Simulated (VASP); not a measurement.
Runs of VASP 6.6.1 on Pd. The structure is that of space group Fm-3m (No. 225), or close to it. The cells are those of the table. 

```tsv
task	cell	cutoff (eV)	smearing	gap on the mesh (eV)	pressure (GPa)	relaxed volume (Å³/atom)
relaxation of cell and atoms	relaxed from a = 2.715 Å, angles 60.0°, 1 atom	600	fermi-dirac 0.15 eV	none	0.0	(a)
single point	a = 2.715 Å, angles 60.0°, 1 atom	520	gaussian 0.1 eV	none	0.3	-
relaxation of cell and atoms	relaxed from a = 2.719 Å, angles 60.0°, 1 atom	600	gaussian 0.1 eV	none	0.0	14.17
single point	a = 2.718 Å, angles 60.0°, 1 atom	520	fermi-dirac 0.15 eV	none	0.3	-
```

Alike in all rows: level LDA; potentials or basis VASP PAW LDA potentials, release 64 (Pd); no spin polarisation; k mesh 16 × 16 × 16.

Estimate the missing entries.

(a) 14.22.

A k mesh can miss the band edges, and the runs leave out spin-orbit coupling on Pd.

A gap of «none» marks levels without a gap at the run's occupations.
